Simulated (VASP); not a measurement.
# GaN (P6_3mc) in VASP: a series of runs

GaN is run at these levels: LDA; tasks: single point.

Program: VASP 6.6.1. These are calculated values, not measurements. Logs are shortened: lines on timing, memory, paths and dates and some standing lists are left out, and cuts for length are marked.

**1. The cell of the first run**

The structure is hexagonal, space group P6_3mc (No. 186). Conventional cell: a = 3.258 Å, b = 3.258 Å, c = 5.292 Å, α = 90.00°, β = 90.00°, γ = 120.00°. Ga (site symmetry 3m) has 4 N at 1.98 to 1.99 Å within 2.6 Å. N (site symmetry 3m) has 4 Ga at 1.98 to 1.99 Å within 2.6 Å.

**2. Single point, LDA**

Contents of INCAR:

```
ALGO     = Normal         # electronic algorithm
EDIFF    = 1E-7           # SCF threshold, eV
ENCUT    = 520            # plane-wave cutoff, eV
ISIF     = 2              # what is computed and relaxed
ISMEAR   = 1              # smearing method
LASPH    = True           # aspherical terms in the spheres
LCHARG   = True           # write CHGCAR
LELF     = True           # ELF
LREAL    = False          # projectors in reciprocal space
LVHAR    = True         
LWAVE    = False          # write WAVECAR
NBANDS   = 26             # bands
NELM     = 80             # most SCF steps
PREC     = Accurate       # precision mode
SIGMA    = 0.1            # smearing width, eV
```

Contents of KPOINTS:

```
k-points
0
Gamma
  12 12 4
```

Contents of POSCAR:

```
GaN
1.0
    3.2575913871      0.0000000000      0.0000000000
   -1.6287956935      2.8211571176      0.0000000000
    0.0000000000      0.0000000000      5.2920494043
Ga N
2 2
Direct
    0.3333333333      0.6666666667      0.0000000000
    0.6666666667      0.3333333333      0.5000000000
    0.3333333333      0.6666666667      0.3750000000
    0.6666666667      0.3333333333      0.8750000000
```

Potentials or basis: VASP PAW LDA potentials, release 64 (Ga_d, N).

Run with:

```console
$ cat potpaw_LDA.64/Ga_d/POTCAR potpaw_LDA.64/N/POTCAR > POTCAR
$ mpirun -np 1 vasp_std > vasp.out
```

OUTCAR:

```text
EDIFF = 1E-7
   ENCUT = 520
   ISIF = 2
   ISMEAR = 1
   LASPH = True
   LREAL = False
   NELM = 80
   PREC = Accurate

 ion  position               nearest neighbor table
   1  0.333  0.667  0.000-   3 1.98   4 1.99   4 1.99   4 1.99
   2  0.667  0.333  0.500-   4 1.98   3 1.99   3 1.99   3 1.99
   3  0.333  0.667  0.375-   1 1.98   2 1.99   2 1.99   2 1.99
   4  0.667  0.333  0.875-   2 1.98   1 1.99   1 1.99   1 1.99

  LATTYP: Found a hexagonal cell.
 ALAT       =     3.2575913871
 C/A-ratio  =     1.6245283019

  Lattice vectors:

 A1 = (   3.2575913871,   0.0000000000,   0.0000000000)
 A2 = (  -1.6287956935,   2.8211571176,   0.0000000000)
 A3 = (   0.0000000000,   0.0000000000,   5.2920494043)

Analysis of symmetry for initial positions (statically):
=====================================================================
 Subroutine PRICEL returns:
 Original cell was already a primitive cell.

 Routine SETGRP: Setting up the symmetry group for a
 hexagonal supercell.

 Subroutine GETGRP returns: Found 12 space group operations
 (whereof  6 operations were pure point group operations)
 out of a pool of 24 trial point group operations.

The static configuration has the point symmetry C_3v.
 The point group associated with its full space group is C_6v.

Analysis of symmetry for dynamics (positions and initial velocities):
=====================================================================
 Subroutine PRICEL returns:
 Original cell was already a primitive cell.

 Routine SETGRP: Setting up the symmetry group for a
 hexagonal supercell.

 Subroutine GETGRP returns: Found 12 space group operations
 (whereof  6 operations were pure point group operations)
 out of a pool of 24 trial point group operations.

The dynamic configuration has the point symmetry C_3v.
 The point group associated with its full space group is C_6v.

 Subroutine INISYM returns: Found 12 space group operations
 (whereof  6 operations are pure point group operations),
 and found     1 'primitive' translations

----------------------------------------------------------------------------------------

                                     Primitive cell

  volume of cell :      48.6349

  direct lattice vectors                    reciprocal lattice vectors
[... 82 lines left out ...]
   PREC   = accura    normal or accurate (medium, high low for compatibility)
   ISTART =      0    job   : 0-new  1-cont  2-samecut
   ICHARG =      2    charge: 1-file 2-atom 10-const
   ISPIN  =      1    spin polarized calculation?
   LNONCOLLINEAR =      F non collinear calculations
   LSORBIT =      F    spin-orbit coupling
   LASPH  =      T    aspherical Exc in radial PAW
   ENCUT  =  520.0 eV  38.22 Ry    6.18 a.u.   6.06  6.06  9.84*2*pi/ulx,y,z
   NELM   =     80;   NELMIN=  2; NELMDL= -5     # of ELM steps
   EDIFF  = 0.1E-06   stopping-criterion for ELM
   LREAL  =      F    real-space projection
   EDIFFG = 0.1E-05   stopping-criterion for IOM
   NSW    =      0    number of steps for IOM
   IBRION =     -1    ionic relax: 0-MD 1-quasi-New 2-CG
   NFREE  =      0    steps in history (QN), initial steepest desc. (CG)
   ISIF   =      2    stress and relaxation
   ISYM   =      2    0-nonsym 1-usesym 2-fastsym
   POTIM  = 0.5000    time-step for ionic-motion
   TEBEG  =    0.0;   TEEND  =   0.0 temperature during run
   PSTRESS=    0.0 pullay stress
   NELECT =      36.0000    total number of electrons
   NUPDOWN=      -1.0000    fix difference up-down
   EMIN   =  10.00;   EMAX   =-10.00  energy-range for DOS
   EFERMI =   0.00;   METHOD = LEGACY
   ISMEAR =     1;   SIGMA  =   0.10  broadening in eV -4-tet -1-fermi 0-gaus
   EFERMI_NEDOS =   21; number of points for ismear=-14 and -15
   IALGO  =     38    algorithm
   IMIX   =      4    mixing-type and parameters
     AMIX     =   0.40;   BMIX     =  1.00
     AMIX_MAG =   1.60;   BMIX_MAG =  1.00
  volume/ion in A,a.u.               =      12.16        82.05
  Fermi-wavevector in a.u.,A,eV,Ry     =   1.480902  2.798500 29.838551  2.193072
  Thomas-Fermi vector in A             =   2.594879
   LORBIT       =      0    0 simple, 1 ext, 2 COOP (PROOUT), +10 PAW based schemes
   GGA     = CA    functional components
   LHFCALC =     F    Hartree Fock is set to
   AEXX    =    0.0000 exact exchange contribution
   IVDW    =     0    specifies the selected vdW correction
   LEPSILON=     F    determine dielectric tensor
   LRPA    =     F    only Hartree local field effects (RPA)
 non-spin polarized calculation
 Methfessel and Paxton  Order N= 1 SIGMA  =   0.10
  energy-cutoff  :      520.00
  volume of cell :       48.63
 maximum number of plane-waves:      1341
   NGX = 13   NGY = 13   NGZ = 19

 number of electron      35.9999989 magnetization

 Free energy of the ion-electron system (eV)
  ---------------------------------------------------
  ext. energy  EPLUGINS =         0.00000000
  ---------------------------------------------------
  free energy    TOTEN  =       -27.70026521 eV

  energy without entropy =      -27.70046884  energy(sigma->0) =      -27.70033309

 E-fermi :   4.4518     XC(G=0): -11.7919

 val. band max:        4.4095774883   @ k =   0.0000   0.0000   0.0000
 cond. band min:       5.9100384894   @ k =   0.0000   0.0000   0.0000
 fundamental gap:      1.5004610011
 Fermi energy:         4.4517660354

 k-point     1 :       0.0000    0.0000    0.0000
  band No.  band energies     occupation
      1     -10.9258      2.00000
      2     -10.2844      2.00000
      3      -9.1126      2.00000
      4      -9.0947      2.00000
      5      -9.0947      2.00000
      6      -9.0442      2.00000
[... 685 lines left out ...]
     25      14.8322      0.00000
     26      16.5732      0.00000

 [... further k-points ...]
[... 5 lines left out ...]
  --------------------------------------------------------------------------------------
  -------------------------------------------------------------------------------------
  Total       -4.6770048     -4.6770055     -4.1997127     -0.0000000      0.0000000     -0.0000000
  in kB     -154.0744484   -154.0744726   -138.3510302     -0.0000000      0.0000000     -0.0000000
  external PRESSURE =    -148.8333170 kB  Pullay stress =       0.0000000 kB

 VOLUME and BASIS-vectors are now :
 -----------------------------------------------------------------------------
  energy-cutoff  :      520.00
  volume of cell :       48.63
      direct lattice vectors                 reciprocal lattice vectors
     3.257591387  0.000000000  0.000000000     0.306975271  0.177232242  0.000000000
    -1.628795694  2.821157118  0.000000000     0.000000000  0.354464483  0.000000000
     0.000000000  0.000000000  5.292049404     0.000000000  0.000000000  0.188962711

 POSITION                                       TOTAL-FORCE (eV/Angst)
 -----------------------------------------------------------------------------------
     -0.00000      1.88077      0.00000         0.000000      0.000000     -0.107807
      1.62880      0.94039      2.64602         0.000000     -0.000000     -0.107807
     -0.00000      1.88077      1.98452         0.000000      0.000000      0.107807
      1.62880      0.94039      4.63054        -0.000000     -0.000000      0.107807
 -----------------------------------------------------------------------------------
    total drift:                                0.000000      0.000000      0.000125

  FREE ENERGIE OF THE ION-ELECTRON SYSTEM (eV)
  ---------------------------------------------------
  free  energy   TOTEN  =       -27.7002652099 eV

  energy  without entropy=      -27.7004688383  energy(sigma->0) =      -27.70033309
```

OSZICAR:

```text
N       E                     dE             d eps       ncg     rms          rms(c)
DAV:   1     0.272347641921E+03    0.27235E+03   -0.17727E+04  3200   0.253E+03
DAV:   2     0.543625777305E+01   -0.26691E+03   -0.25222E+03  3132   0.485E+02
DAV:   3    -0.303211829749E+02   -0.35757E+02   -0.35186E+02  3624   0.141E+02
DAV:   4    -0.314954511809E+02   -0.11743E+01   -0.11689E+01  3402   0.270E+01
DAV:   5    -0.315184736040E+02   -0.23022E-01   -0.22992E-01  3716   0.372E+00    0.103E+01
DAV:   6    -0.277527222260E+02    0.37658E+01   -0.10142E+01  4860   0.473E+01    0.322E+00
DAV:   7    -0.277593697846E+02   -0.66476E-02   -0.10924E+00  3214   0.853E+00    0.250E+00
DAV:   8    -0.277257385574E+02    0.33631E-01   -0.30020E-01  4208   0.462E+00    0.147E+00
DAV:   9    -0.276999164365E+02    0.25822E-01   -0.61793E-02  4544   0.353E+00    0.487E-01
DAV:  10    -0.277004389557E+02   -0.52252E-03   -0.87068E-03  3202   0.665E-01    0.207E-01
DAV:  11    -0.277002967219E+02    0.14223E-03   -0.14508E-03  4240   0.744E-01    0.106E-01
DAV:  12    -0.277002893490E+02    0.73729E-05   -0.15909E-04  3154   0.886E-02    0.100E-01
DAV:  13    -0.277003056433E+02   -0.16294E-04   -0.68080E-06  3596   0.248E-02    0.129E-01
DAV:  14    -0.277002674758E+02    0.38168E-04   -0.17356E-04  3984   0.939E-02    0.293E-02
DAV:  15    -0.277002657111E+02    0.17647E-05   -0.11744E-05  3514   0.252E-02    0.180E-02
DAV:  16    -0.277002653026E+02    0.40848E-06   -0.11725E-06  3464   0.715E-03    0.759E-03
DAV:  17    -0.277002652099E+02    0.92760E-07   -0.16118E-07  2394   0.277E-03
   1 F= -.27700265E+02 E0= -.27700333E+02  d E =0.203628E-03
```

stdout:

```text
POSCAR found type information on POSCAR GaN
 POSCAR found :  2 types and       4 ions
 scaLAPACK will be used
 LDA part: xc-table for (Slater(with rela. corr.)+CA(PZ))
 , standard interpolation
 POSCAR, INCAR and KPOINTS ok, starting setup
 FFT: planning ... GRIDC
 FFT: planning ... GRID_SOFT
 FFT: planning ... GRID
 WAVECAR not read
 entering main loop
```

Run time: 54 s. Hardware: 1 thread of Intel Xeon 6975P-C, shared host; peak memory 0.18 GiB.

Results:

```
Free energy            : -27.7003 eV
Pressure               : -14.9 GPa
Largest force          : 0.108 eV/Å
Band gap on the k mesh : 1.50 eV, direct
```

Forces on the atoms (eV/Å):
```
Ga   0.000  0.000 -0.108
Ga   0.000  0.000 -0.108
N    0.000  0.000  0.108
N    0.000  0.000  0.108
```

Stress tensor (GPa, compression positive):
```
-15.41   0.00   0.00
  0.00 -15.41   0.00
  0.00   0.00 -13.84
```

**3. Single point, LDA**

This run uses another cell than the first one, of 12.44 Å³/atom, 1.023 times its volume.

Contents of INCAR:

```
SYSTEM = GaN
PREC     = Accurate       ! precision mode
ENCUT    = 520            ! plane-wave cutoff, eV
EDIFF    = 1E-6           ! SCF threshold, eV
ISMEAR   = 1              ! smearing method
SIGMA    = 0.1            ! smearing width, eV
LREAL    = .False.        ! projectors in reciprocal space
LASPH    = .True.         ! aspherical terms in the spheres
NELM     = 60             ! most SCF steps
ALGO     = Normal         ! electronic algorithm
ISIF     = 2              ! what is computed and relaxed
LWAVE    = .False.        ! write WAVECAR
LCHARG   = .False.        ! write CHGCAR
GGA      = CA             ! functional
NBANDS   = 26             ! bands
```

Contents of KPOINTS:

```
regular mesh
0
Gamma
  12 12 4
  0 0 0
```

Contents of POSCAR:

```
GaN
1.0
    3.2826507672      0.0000000000      0.0000000000
   -1.6413253836      2.8428591790      0.0000000000
    0.0000000000      0.0000000000      5.3327590764
Ga N
2 2
Direct
    0.3333333333      0.6666666667      0.0000000000
    0.6666666667      0.3333333333      0.5000000000
    0.3333333333      0.6666666667      0.3750000000
    0.6666666667      0.3333333333      0.8750000000
```

Potentials or basis: VASP PAW LDA potentials, release 64 (Ga_d, N).

Run with:

```console
$ cat potpaw_LDA.64/Ga_d/POTCAR potpaw_LDA.64/N/POTCAR > POTCAR
$ mpirun -np 1 vasp_std > vasp.out
```

Wall time 50 s (1 thread of Intel Xeon 6975P-C, shared host); peak memory 0.18 GiB.

Results (log left out):

```
Free energy            : -27.5854 eV
Pressure               : -17.7 GPa
Largest force          : 0.102 eV/Å
Band gap on the k mesh : 1.35 eV, direct
```

Forces on the atoms (eV/Å):
```
Ga   0.000  0.000 -0.102
Ga   0.000  0.000 -0.102
N    0.000  0.000  0.102
N    0.000  0.000  0.102
```

Stress tensor (GPa, compression positive):
```
-18.15   0.00   0.00
  0.00 -18.15   0.00
  0.00   0.00 -16.74
```

Levels at points of the mesh, in eV from the valence-band top:
```csv
k point,band 15,band 16,band 17,band 18,band 19,band 20,band 21,band 22
"(0.00, 0.00, 0.00)",-0.96,-0.06,0.00,0.00,1.35,3.60,8.56,9.20
"(0.50, 0.00, 0.00)",-3.91,-2.49,-2.04,-0.89,4.63,4.92,5.71,7.77
"(0.00, 0.00, 0.50)",-0.49,-0.49,-0.49,-0.49,3.64,3.64,7.87,7.87
"(0.50, 0.00, 0.50)",-1.76,-1.76,-1.76,-1.76,3.99,3.99,7.09,7.09
```
